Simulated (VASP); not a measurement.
# Nb (Fm-3m) in VASP: further runs, part 2 of 2

VASP 6.6.1. Earlier steps stand in the parts before.

## 4. Single point, LDA+U

This run uses another cell than the first one, of 18.10 Å³/atom, 1.040 times its volume.

INCAR

```
ALGO = Normal
EDIFF = 1E-7
ENCUT = 520
GGA = CA
ISIF = 2
ISMEAR = -1
LASPH = T
LCHARG = T
LDAU = T
LDAUJ = 0
LDAUL = 2
LDAUPRINT = 1
LDAUTYPE = 2
LDAUU = 2
LELF = T
LMAXMIX = 4
LREAL = F
LVHAR = T
LWAVE = F
NBANDS = 12
NELM = 150
PREC = Accurate
SIGMA = 0.05
```

KPOINTS

```
k-points
0
Gamma
  11 11 11
```

POSCAR

```
Nb
1.0
    0.0000000000      2.0840945950      2.0840945950
    2.0840945950      0.0000000000      2.0840945950
    2.0840945950      2.0840945950      0.0000000000
Nb
1
Direct
    0.0000000000      0.0000000000      0.0000000000
```

Potentials or basis: VASP PAW LDA potentials, release 64 (Nb_sv).

Run with:

```bash
> cat potpaw_LDA.64/Nb_sv/POTCAR > POTCAR
> mpirun -np 1 vasp_std > vasp.out
```

OUTCAR:

```text
EDIFF = 1E-7
   ENCUT = 520
   GGA = CA
   ISIF = 2
   ISMEAR = -1
   LASPH = T
   LREAL = F
   NELM = 150
   PREC = Accurate

 ion  position               nearest neighbor table
   1  0.000  0.000  0.000-

  LATTYP: Found a face centered cubic cell.
 ALAT       =     4.1681891900

  Lattice vectors:

 A1 = (   0.0000000000,   2.0840945950,   2.0840945950)
 A2 = (   2.0840945950,   0.0000000000,   2.0840945950)
 A3 = (   2.0840945950,   2.0840945950,   0.0000000000)

Analysis of symmetry for initial positions (statically):
=====================================================================
 Subroutine PRICEL returns:
 Original cell was already a primitive cell.

 Routine SETGRP: Setting up the symmetry group for a
 face centered cubic supercell.

 Subroutine GETGRP returns: Found 48 space group operations
 (whereof 48 operations were pure point group operations)
 out of a pool of 48 trial point group operations.

The static configuration has the point symmetry O_h .

Analysis of symmetry for dynamics (positions and initial velocities):
=====================================================================
 Subroutine PRICEL returns:
 Original cell was already a primitive cell.

 Routine SETGRP: Setting up the symmetry group for a
 face centered cubic supercell.

 Subroutine GETGRP returns: Found 48 space group operations
 (whereof 48 operations were pure point group operations)
 out of a pool of 48 trial point group operations.

The dynamic configuration has the point symmetry O_h .

 Subroutine INISYM returns: Found 48 space group operations
 (whereof 48 operations are pure point group operations),
 and found     1 'primitive' translations

----------------------------------------------------------------------------------------

                                     Primitive cell

  volume of cell :      18.1043

  direct lattice vectors                    reciprocal lattice vectors
     0.000000000  2.084094595  2.084094595    -0.239912335  0.239912335  0.239912335
     2.084094595  0.000000000  2.084094595     0.239912335 -0.239912335  0.239912335
     2.084094595  2.084094595  0.000000000     0.239912335  0.239912335 -0.239912335

  length of vectors
     2.947354842  2.947354842  2.947354842     0.415540353  0.415540353  0.415540353

  position of ions in fractional coordinates (direct lattice)
     0.000000000  0.000000000  0.000000000

  ion indices of the primitive-cell ions
   primitive index   ion index
                 1           1

----------------------------------------------------------------------------------------

 KPOINTS: k-points

Automatic generation of k-mesh.
 Grid dimensions read from file:
 generate k-points for:   11   11   11

 Generating k-lattice:

[... 85 lines left out ...]
   LORBIT       =      0    0 simple, 1 ext, 2 COOP (PROOUT), +10 PAW based schemes
 LDA+U is selected, type is set to LDAUTYPE =  2
   angular momentum for each species LDAUL =     2
   U (eV)           for each species LDAUU =   2.0
   J (eV)           for each species LDAUJ =   0.0
   GGA     = CA    functional components
   LHFCALC =     F    Hartree Fock is set to
   AEXX    =    0.0000 exact exchange contribution
   IVDW    =     0    specifies the selected vdW correction
   LEPSILON=     F    determine dielectric tensor
   LRPA    =     F    only Hartree local field effects (RPA)
 non-spin polarized calculation
  energy-cutoff  :      520.00
  volume of cell :       18.10
 maximum number of plane-waves:       531
 NGX is ok and might be reduce to    24
   NGX = 11   NGY = 11   NGZ = 11

atom =   1  type =  1  l = 2

 onsite density matrix

spin component  1

  0.2639 -0.0000 -0.0000  0.0000 -0.0000
 -0.0000  0.2639  0.0000  0.0000 -0.0000
 -0.0000  0.0000  0.1910  0.0000  0.0000
  0.0000  0.0000  0.0000  0.2639 -0.0000
 -0.0000 -0.0000  0.0000 -0.0000  0.1910

spin component  2

  0.2639 -0.0000 -0.0000  0.0000 -0.0000
 -0.0000  0.2639  0.0000  0.0000 -0.0000
 -0.0000  0.0000  0.1910  0.0000  0.0000
  0.0000  0.0000  0.0000  0.2639 -0.0000
 -0.0000 -0.0000  0.0000 -0.0000  0.1910

 occupancies and eigenvectors

  o =  0.1910  v =  0.0000 -0.0000 -0.0202 -0.0000  0.9998  0.0000  0.0000  0.0000  0.0000  0.0000      0.0000  0.0000  0.0000  0.0000  0.0000  0.0000  0.0000  0.0000  0.0000  0.0000
  o =  0.1910  v =  0.0000  0.0000  0.0000  0.0000  0.0000  0.0000 -0.0000 -0.0202 -0.0000  0.9998      0.0000  0.0000  0.0000  0.0000  0.0000  0.0000  0.0000  0.0000  0.0000  0.0000
  o =  0.1910  v =  0.0000 -0.0000 -0.9998  0.0000 -0.0202  0.0000  0.0000  0.0000  0.0000  0.0000      0.0000  0.0000  0.0000  0.0000  0.0000  0.0000  0.0000  0.0000  0.0000  0.0000
  o =  0.1910  v =  0.0000  0.0000  0.0000  0.0000  0.0000  0.0000 -0.0000 -0.9998  0.0000 -0.0202      0.0000  0.0000  0.0000  0.0000  0.0000  0.0000  0.0000  0.0000  0.0000  0.0000
  o =  0.2639  v =  1.0000  0.0000  0.0000  0.0000  0.0000  0.0000  0.0000  0.0000  0.0000  0.0000      0.0000  0.0000  0.0000  0.0000  0.0000  0.0000  0.0000  0.0000  0.0000  0.0000
  o =  0.2639  v =  0.0000  0.0000  0.0000  0.0000  0.0000  1.0000  0.0000  0.0000  0.0000  0.0000      0.0000  0.0000  0.0000  0.0000  0.0000  0.0000  0.0000  0.0000  0.0000  0.0000
  o =  0.2639  v =  0.0000  0.0000  0.0000  0.0000  0.0000  0.0000 -0.9990 -0.0000 -0.0453 -0.0000      0.0000  0.0000  0.0000  0.0000  0.0000  0.0000  0.0000  0.0000  0.0000  0.0000
  o =  0.2639  v =  0.0000  0.0453 -0.0000 -0.9990 -0.0000  0.0000  0.0000  0.0000  0.0000  0.0000      0.0000  0.0000  0.0000  0.0000  0.0000  0.0000  0.0000  0.0000  0.0000  0.0000
  o =  0.2639  v =  0.0000  0.0000  0.0000  0.0000  0.0000  0.0000  0.0453 -0.0000 -0.9990 -0.0000      0.0000  0.0000  0.0000  0.0000  0.0000  0.0000  0.0000  0.0000  0.0000  0.0000
  o =  0.2639  v =  0.0000 -0.9990 -0.0000 -0.0453 -0.0000  0.0000  0.0000  0.0000  0.0000  0.0000      0.0000  0.0000  0.0000  0.0000  0.0000  0.0000  0.0000  0.0000  0.0000  0.0000

 number of electron      13.0000000 magnetization

 Free energy of the ion-electron system (eV)
  ---------------------------------------------------
  ext. energy  EPLUGINS =         0.00000000
  ---------------------------------------------------
  free energy    TOTEN  =        -9.06546469 eV

  energy without entropy =       -9.05427101  energy(sigma->0) =       -9.05986785

 E-fermi :  11.5526     XC(G=0): -12.7070

 val. band max:       11.5317311161   @ k =   0.3636   0.0909   0.0000
 cond. band min:      11.5688833662   @ k =  -0.4545   0.2727   0.0000
 fundamental gap:      0.0371522501
 Fermi energy:        11.5526154496

 k-point     1 :       0.0000    0.0000    0.0000
  band No.  band energies     occupation
      1     -43.2844      2.00000
      2     -18.7459      2.00000
      3     -18.7459      2.00000
      4     -18.7459      2.00000
      5       4.9697      2.00000
      6      11.6432      0.28072
      7      11.6432      0.28072
      8      11.6432      0.28072
      9      14.5057      0.00000
     10      14.5057      0.00000
     11      23.1862      0.00000
     12      28.0560      0.00000
[... 331 lines left out ...]
 k-point    24 :      -0.1818    0.1818    0.0000
  band No.  band energies     occupation
      1     -43.1340      2.00000
      2     -19.5006      2.00000
      3     -19.0603      2.00000
      4     -18.8321      2.00000
      5       7.6797      2.00000
      6      10.2471      2.00000
      7      11.5762      0.76885
      8      13.0158      0.00000
      9      13.0530      0.00000
     10      16.1901      0.00000
     11      24.9943      0.00000
     12      27.6672      0.00000

 [... further k-points ...]

------------------------ aborting loop because EDIFF is reached ----------------------------------------

  FORCE on cell =-STRESS in cart. coord.  units (eV):
  Direction    XX          YY          ZZ          XY          YZ          ZX
  --------------------------------------------------------------------------------------
  -------------------------------------------------------------------------------------
  Total        0.1577166      0.1577166      0.1577166      0.0000000      0.0000000      0.0000000
  in kB       13.9574350     13.9574350     13.9574350      0.0000000      0.0000000      0.0000000
  external PRESSURE =      13.9574350 kB  Pullay stress =       0.0000000 kB

 VOLUME and BASIS-vectors are now :
 -----------------------------------------------------------------------------
  energy-cutoff  :      520.00
  volume of cell :       18.10
      direct lattice vectors                 reciprocal lattice vectors
     0.000000000  2.084094595  2.084094595    -0.239912335  0.239912335  0.239912335
     2.084094595  0.000000000  2.084094595     0.239912335 -0.239912335  0.239912335
     2.084094595  2.084094595  0.000000000     0.239912335  0.239912335 -0.239912335

 POSITION                                       TOTAL-FORCE (eV/Angst)
 -----------------------------------------------------------------------------------
      0.00000      0.00000      0.00000         0.000000      0.000000      0.000000
 -----------------------------------------------------------------------------------
    total drift:                               -0.000000     -0.000000     -0.000000

  FREE ENERGIE OF THE ION-ELECTRON SYSTEM (eV)
  ---------------------------------------------------
  free  energy   TOTEN  =        -9.0654646893 eV

  energy  without entropy=       -9.0542710115  energy(sigma->0) =       -9.05986785
```

OSZICAR:

```text
N       E                     dE             d eps       ncg     rms          rms(c)
DAV:   1     0.124225733078E+03    0.12423E+03   -0.73344E+03  1352   0.110E+03
DAV:   2    -0.392025613816E+01   -0.12815E+03   -0.12357E+03  1500   0.418E+02
DAV:   3    -0.931685735604E+01   -0.53966E+01   -0.52061E+01  2096   0.727E+01
DAV:   4    -0.956313418569E+01   -0.24628E+00   -0.24373E+00  1832   0.138E+01
DAV:   5    -0.957632898981E+01   -0.13195E-01   -0.13184E-01  2132   0.266E+00    0.509E+00
DAV:   6    -0.912065995533E+01    0.45567E+00   -0.69877E-01  2180   0.112E+01    0.208E+00
DAV:   7    -0.906182831199E+01    0.58832E-01   -0.21348E-01  2212   0.601E+00    0.112E+00
DAV:   8    -0.906535937572E+01   -0.35311E-02   -0.15296E-02  1596   0.163E+00    0.503E-02
DAV:   9    -0.906545026823E+01   -0.90893E-04   -0.10882E-03  2256   0.376E-01    0.336E-02
DAV:  10    -0.906546649838E+01   -0.16230E-04   -0.34195E-05  1696   0.604E-02    0.150E-02
DAV:  11    -0.906546464186E+01    0.18565E-05   -0.90734E-06  1984   0.490E-02    0.171E-03
DAV:  12    -0.906546468927E+01   -0.47413E-07   -0.63550E-07  1708   0.814E-03
   1 F= -.90654647E+01 E0= -.90598679E+01  d E =-.111937E-01
```

Run time: 9.6 s. Hardware: 1 thread of Intel Xeon Platinum 8259CL at 2.50GHz (Skylake/Cascade Lake), shared host; peak memory 0.13 GiB.

What came out:

```
Free energy : -9.0655 eV
Pressure    : 1.4 GPa
```

Eigenvalues of the final occupation matrices:
```
    site  spin  trace               eigenvalues
site 1 d     1   1.17  0.19 0.19 0.26 0.26 0.26
site 1 d     2   1.17  0.19 0.19 0.26 0.26 0.26
```

Caveat: U without spin polarisation on a metal has little footing; the U is typed as a test and isn't derived for this compound.

## 5. The runs side by side

| cell | gap on the mesh (eV) | pressure (GPa) |
| --- | --- | --- |
| a = 2.909 Å, angles 60.0°, 1 atom | none | 9.2 |
| a = 2.928 Å, angles 60.0°, 1 atom | none | 5.1 |
| a = 2.947 Å, angles 60.0°, 1 atom | none | 1.4 |

Alike in all rows: task single point; level LDA+U; potentials or basis VASP PAW LDA potentials, release 64 (Nb_sv); no spin polarisation; Nb d U = 2.0 eV; k mesh 11 × 11 × 11; cutoff (eV) 520; smearing fermi-dirac 0.05 eV.

Caveats: U without spin polarisation on a metal has little footing; the U is typed as a test and isn't derived for this compound.

Absolute energies hang on the potentials; compare differences alone.
